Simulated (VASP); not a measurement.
# CdS (P6_3/mmc) in VASP: further runs

The runs below take CdS through single point, with PBE, r2SCAN.

All numbers are computed with VASP 6.6.1; they aren't measurements. Logs are shortened: lines on timing, memory, paths and dates and some standing lists are left out, and cuts for length are marked.

## 1. The cell of the first run

Symmetry: P6_3/mmc, No. 194, hexagonal system. Conventional cell: a = 4.409 Å, b = 4.409 Å, c = 5.748 Å, α = 90.00°, β = 90.00°, γ = 120.00°. Cd (site symmetry -6m2) has 5 S at 2.55 to 2.87 Å within 3.4 Å. Within 3.4 Å of S (site symmetry -6m2) lie 5 Cd at 2.55 to 2.87 Å.

## 2. Single point, PBE

INCAR reads:

```
ALGO = Normal ; EDIFF = 1E-7
ENCUT = 520 ; GGA = PE
ISIF = 2 ; ISMEAR = 0
LASPH = True ; LCHARG = False
LREAL = False ; LWAVE = False
NBANDS = 26 ; NELM = 100
PREC = Accurate ; SIGMA = 0.01
```

KPOINTS reads:

```
k-points
0
Gamma
  6 6 2
```

POSCAR reads:

```
CdS
1.0
    4.4085296226      0.0000000000      0.0000000000
   -2.2042648113      3.8178986465      0.0000000000
    0.0000000000      0.0000000000      5.7481182294
Cd S
2 2
Direct
    0.3333333333      0.6666666667      0.2500000000
    0.6666666667      0.3333333333      0.7500000000
    0.6666666667      0.3333333333      0.2500000000
    0.3333333333      0.6666666667      0.7500000000
```

Potentials or basis: VASP PAW PBE potentials, release 64 (Cd, S).

On the command line:

```
$ cat potpaw_PBE.64/Cd/POTCAR potpaw_PBE.64/S/POTCAR > POTCAR
$ mpirun -np 1 vasp_std > vasp.out
```

OUTCAR:

```text
EDIFF = 1E-7
   ENCUT = 520
   GGA = PE
   ISIF = 2
   ISMEAR = 0
   LASPH = True
   LREAL = False
   NELM = 100
   PREC = Accurate

 ion  position               nearest neighbor table
   1  0.333  0.667  0.250-   3 2.55   3 2.55   3 2.55   4 2.87   4 2.87
   2  0.667  0.333  0.750-   4 2.55   4 2.55   4 2.55   3 2.87   3 2.87
   3  0.667  0.333  0.250-   1 2.55   1 2.55   1 2.55   2 2.87   2 2.87
   4  0.333  0.667  0.750-   2 2.55   2 2.55   2 2.55   1 2.87   1 2.87

  LATTYP: Found a hexagonal cell.
 ALAT       =     4.4085296226
 C/A-ratio  =     1.3038629025

  Lattice vectors:

 A1 = (   4.4085296226,   0.0000000000,   0.0000000000)
 A2 = (  -2.2042648113,   3.8178986465,   0.0000000000)
 A3 = (   0.0000000000,   0.0000000000,   5.7481182294)

Analysis of symmetry for initial positions (statically):
=====================================================================
 Subroutine PRICEL returns:
 Original cell was already a primitive cell.

 Routine SETGRP: Setting up the symmetry group for a
 hexagonal supercell.

 Subroutine GETGRP returns: Found 24 space group operations
 (whereof 12 operations were pure point group operations)
 out of a pool of 24 trial point group operations.

The static configuration has the point symmetry D_3d.
 The point group associated with its full space group is D_6h.

Analysis of symmetry for dynamics (positions and initial velocities):
=====================================================================
 Subroutine PRICEL returns:
 Original cell was already a primitive cell.

 Routine SETGRP: Setting up the symmetry group for a
 hexagonal supercell.

 Subroutine GETGRP returns: Found 24 space group operations
 (whereof 12 operations were pure point group operations)
 out of a pool of 24 trial point group operations.

The dynamic configuration has the point symmetry D_3d.
 The point group associated with its full space group is D_6h.

 Subroutine INISYM returns: Found 24 space group operations
 (whereof 12 operations are pure point group operations),
 and found     1 'primitive' translations

----------------------------------------------------------------------------------------

                                     Primitive cell

  volume of cell :      96.7484

  direct lattice vectors                    reciprocal lattice vectors
     4.408529623  0.000000000  0.000000000     0.226833000  0.130962094  0.000000000
    -2.204264811  3.817898647  0.000000000     0.000000000  0.261924187  0.000000000
     0.000000000  0.000000000  5.748118229     0.000000000  0.000000000  0.173969978

  length of vectors
     4.408529623  4.408529623  5.748118229     0.261924187  0.261924187  0.173969978

  position of ions in fractional coordinates (direct lattice)
     0.333333333  0.666666667  0.250000000
     0.666666667  0.333333333  0.750000000
     0.666666667  0.333333333  0.250000000
     0.333333333  0.666666667  0.750000000

  ion indices of the primitive-cell ions
   primitive index   ion index
                 1           1
                 2           2
                 3           3
                 4           4

----------------------------------------------------------------------------------------

 KPOINTS: k-points

Automatic generation of k-mesh.
 Grid dimensions read from file:
 generate k-points for:    6    6    2

 Generating k-lattice:

  Cartesian coordinates                     Fractional coordinates (reciprocal lattice)
     0.037805500  0.021827016  0.000000000     0.166666667  0.000000000  0.000000000
     0.000000000  0.043654031  0.000000000     0.000000000  0.166666667  0.000000000
     0.000000000  0.000000000  0.086984989     0.000000000  0.000000000  0.500000000

  Length of vectors
     0.043654031  0.043654031  0.086984989

  Shift w.r.t. Gamma in fractional coordinates (k-lattice)
     0.000000000  0.000000000  0.000000000

 Subroutine IBZKPT returns following result:
 ===========================================

 Found     14 irreducible k-points:

 Following reciprocal coordinates:
            Coordinates               Weight
  0.000000  0.000000  0.000000      1.000000
  0.166667 -0.000000  0.000000      6.000000
  0.333333  0.000000  0.000000      6.000000
  0.500000  0.000000  0.000000      3.000000
  0.166667  0.166667  0.000000      6.000000
  0.333333  0.166667  0.000000     12.000000
  0.333333  0.333333  0.000000      2.000000
  0.000000  0.000000  0.500000      1.000000
  0.166667 -0.000000  0.500000      6.000000
  0.333333  0.000000  0.500000      6.000000
  0.500000  0.000000  0.500000      3.000000
  0.166667  0.166667  0.500000      6.000000
  0.333333  0.166667  0.500000     12.000000
  0.333333  0.333333  0.500000      2.000000
   k-points           NKPTS =     14   k-points in BZ     NKDIM =     14   number of bands    NBANDS=     26
   number of dos      NEDOS =    301   number of ions     NIONS =      4
   total plane-waves  NPLWV =  62208
   dimension x,y,z NGX =    36 NGY =   36 NGZ =   48
   dimension x,y,z NGXF=    72 NGYF=   72 NGZF=   96
   ions per type =               2   2
   NGX,Y,Z   is equivalent  to a cutoff of  13.58, 13.58, 13.88 a.u.
   NGXF,Y,Z  is equivalent  to a cutoff of  27.15, 27.15, 27.76 a.u.
 SYSTEM =  unknown system
   PREC   = accura    normal or accurate (medium, high low for compatibility)
   ISTART =      0    job   : 0-new  1-cont  2-samecut
   ICHARG =      2    charge: 1-file 2-atom 10-const
   ISPIN  =      1    spin polarized calculation?
   LNONCOLLINEAR =      F non collinear calculations
   LSORBIT =      F    spin-orbit coupling
   LASPH  =      T    aspherical Exc in radial PAW
   ENCUT  =  520.0 eV  38.22 Ry    6.18 a.u.   8.20  8.20 10.69*2*pi/ulx,y,z
   NELM   =    100;   NELMIN=  2; NELMDL= -5     # of ELM steps
   EDIFF  = 0.1E-06   stopping-criterion for ELM
   LREAL  =      F    real-space projection
   EDIFFG = 0.1E-05   stopping-criterion for IOM
   NSW    =      0    number of steps for IOM
   IBRION =     -1    ionic relax: 0-MD 1-quasi-New 2-CG
   NFREE  =      0    steps in history (QN), initial steepest desc. (CG)
   ISIF   =      2    stress and relaxation
   ISYM   =      2    0-nonsym 1-usesym 2-fastsym
   POTIM  = 0.5000    time-step for ionic-motion
   TEBEG  =    0.0;   TEEND  =   0.0 temperature during run
   PSTRESS=    0.0 pullay stress
   NELECT =      36.0000    total number of electrons
   NUPDOWN=      -1.0000    fix difference up-down
   EMIN   =  10.00;   EMAX   =-10.00  energy-range for DOS
   EFERMI =   0.00;   METHOD = LEGACY
   ISMEAR =     0;   SIGMA  =   0.01  broadening in eV -4-tet -1-fermi 0-gaus
   EFERMI_NEDOS =   21; number of points for ismear=-14 and -15
   IALGO  =     38    algorithm
   IMIX   =      4    mixing-type and parameters
     AMIX     =   0.40;   BMIX     =  1.00
     AMIX_MAG =   1.60;   BMIX_MAG =  1.00
  volume/ion in A,a.u.               =      24.19       163.22
  Fermi-wavevector in a.u.,A,eV,Ry     =   1.177500  2.225153 18.864574  1.386507
  Thomas-Fermi vector in A             =   2.313846
   LORBIT       =      0    0 simple, 1 ext, 2 COOP (PROOUT), +10 PAW based schemes
   GGA     = PE    functional components
   LHFCALC =     F    Hartree Fock is set to
   AEXX    =    0.0000 exact exchange contribution
   IVDW    =     0    specifies the selected vdW correction
   LEPSILON=     F    determine dielectric tensor
   LRPA    =     F    only Hartree local field effects (RPA)
 non-spin polarized calculation
 Gauss-broadening in eV      SIGMA  =   0.01
  energy-cutoff  :      520.00
  volume of cell :       96.75
 maximum number of plane-waves:      2631
 NGX is ok and might be reduce to    36
   NGX = 17   NGY = 17   NGZ = 21

 number of electron      36.0000001 magnetization

 Free energy of the ion-electron system (eV)
  ---------------------------------------------------
  ext. energy  EPLUGINS =         0.00000000
  ---------------------------------------------------
  free energy    TOTEN  =       -11.90721286 eV

  energy without entropy =      -11.90721286  energy(sigma->0) =      -11.90721286

 E-fermi :   1.6418     XC(G=0):  -9.2935

 val. band max:        1.5743933146   @ k =   0.3333   0.3333   0.5000
 cond. band min:       2.5623854052   @ k =   0.0000   0.0000   0.0000
 fundamental gap:      0.9879920906
 Fermi energy:         1.6417763697

 k-point     1 :       0.0000    0.0000    0.0000
  band No.  band energies     occupation
      1     -10.8488      2.00000
      2     -10.1538      2.00000
      3      -6.2303      2.00000
      4      -6.2303      2.00000
      5      -6.2172      2.00000
      6      -6.2172      2.00000
[... 18 lines left out ...]
     25      10.5080      0.00000
     26      10.7027      0.00000

 k-point     2 :       0.1667   -0.0000    0.0000
  band No.  band energies     occupation
      1     -10.7511      2.00000
      2     -10.1329      2.00000
      3      -6.1843      2.00000
      4      -6.1801      2.00000
      5      -6.1687      2.00000
      6      -6.1566      2.00000
[... 18 lines left out ...]
     25       9.4162      0.00000
     26      10.3137      0.00000

 k-point     3 :       0.3333    0.0000    0.0000
  band No.  band energies     occupation
      1     -10.5264      2.00000
      2     -10.1168      2.00000
      3      -6.0744      2.00000
      4      -6.0556      2.00000
      5      -6.0266      2.00000
      6      -5.9874      2.00000
[... 18 lines left out ...]
     25       9.9145      0.00000
     26      10.1000      0.00000

 k-point     4 :       0.5000    0.0000    0.0000
  band No.  band energies     occupation
      1     -10.3778      2.00000
      2     -10.1434      2.00000
      3      -6.0189      2.00000
      4      -5.9656      2.00000
      5      -5.9560      2.00000
      6      -5.9533      2.00000
[... 18 lines left out ...]
     25      10.1527      0.00000
     26      11.6196      0.00000
[... 206 lines left out ...]
      1     -10.2760      2.00000
      2     -10.2760      2.00000
      3      -6.1465      2.00000
      4      -6.1465      2.00000
      5      -6.0985      2.00000
      6      -6.0985      2.00000
[... 18 lines left out ...]
     25       9.1501      0.00000
     26       9.1501      0.00000

 k-point    13 :       0.3333    0.1667    0.5000
  band No.  band energies     occupation
      1     -10.1744      2.00000
      2     -10.1744      2.00000
      3      -6.1041      2.00000
      4      -6.1041      2.00000
      5      -6.0285      2.00000
      6      -6.0285      2.00000
[... 18 lines left out ...]
     25       9.8763      0.00000
     26       9.8763      0.00000

 k-point    14 :       0.3333    0.3333    0.5000
  band No.  band energies     occupation
      1     -10.1409      2.00000
      2     -10.1409      2.00000
      3      -6.1146      2.00000
      4      -6.1146      2.00000
      5      -5.9794      2.00000
      6      -5.9794      2.00000
[... 18 lines left out ...]
     25       9.3694      0.00000
     26       9.3694      0.00000

------------------------ aborting loop because EDIFF is reached ----------------------------------------

  FORCE on cell =-STRESS in cart. coord.  units (eV):
  Direction    XX          YY          ZZ          XY          YZ          ZX
  --------------------------------------------------------------------------------------
  -------------------------------------------------------------------------------------
  Total        1.2801276      1.2801276      0.9063194      0.0000000     -0.0000000      0.0000000
  in kB       21.1992256     21.1992256     15.0088711      0.0000000     -0.0000000      0.0000000
  external PRESSURE =      19.1357741 kB  Pullay stress =       0.0000000 kB

 VOLUME and BASIS-vectors are now :
 -----------------------------------------------------------------------------
  energy-cutoff  :      520.00
  volume of cell :       96.75
      direct lattice vectors                 reciprocal lattice vectors
     4.408529623  0.000000000  0.000000000     0.226833000  0.130962094  0.000000000
    -2.204264811  3.817898647  0.000000000     0.000000000  0.261924187  0.000000000
     0.000000000  0.000000000  5.748118229     0.000000000  0.000000000  0.173969978

 POSITION                                       TOTAL-FORCE (eV/Angst)
 -----------------------------------------------------------------------------------
     -0.00000      2.54527      1.43703        -0.000000      0.000000      0.000000
      2.20426      1.27263      4.31109         0.000000     -0.000000     -0.000000
      2.20426      1.27263      1.43703        -0.000000      0.000000      0.000000
     -0.00000      2.54527      4.31109         0.000000      0.000000      0.000000
 -----------------------------------------------------------------------------------
    total drift:                                0.000000      0.000000     -0.000000

  FREE ENERGIE OF THE ION-ELECTRON SYSTEM (eV)
  ---------------------------------------------------
  free  energy   TOTEN  =       -11.9072128597 eV

  energy  without entropy=      -11.9072128597  energy(sigma->0) =      -11.90721286
```

Wall time 26 s (1 thread of Intel Xeon Platinum 8488C (Sapphire Rapids), shared host); peak memory 0.23 GiB.

What came out:

* Free energy: -11.9072 eV
* Pressure: 1.9 GPa
* Band gap on the k mesh: 0.99 eV, indirect (least direct gap 1.26 eV)

Stress tensor (GPa, compression positive):
```
2.12 0.00 0.00
0.00 2.12 0.00
0.00 0.00 1.50
```

Levels at points of the mesh, in eV from the valence-band top:
| k point | band 16 | band 17 | band 18 | band 19 | band 20 | band 21 |
| --- | --- | --- | --- | --- | --- | --- |
| (0.00, 0.00, 0.00) | -0.34 | -0.27 | -0.27 | 0.99 | 1.08 | 5.67 |
| (0.50, 0.00, 0.00) | -2.42 | -1.32 | -1.10 | 2.51 | 3.75 | 6.19 |
| (0.00, 0.00, 0.50) | -0.72 | -0.72 | -0.72 | 2.89 | 2.89 | 5.80 |
| (0.50, 0.00, 0.50) | -1.78 | -0.38 | -0.38 | 3.83 | 3.83 | 5.11 |

Caveat: the k points lie up to 0.55 Å⁻¹ apart.

[end of part 1 of 2]
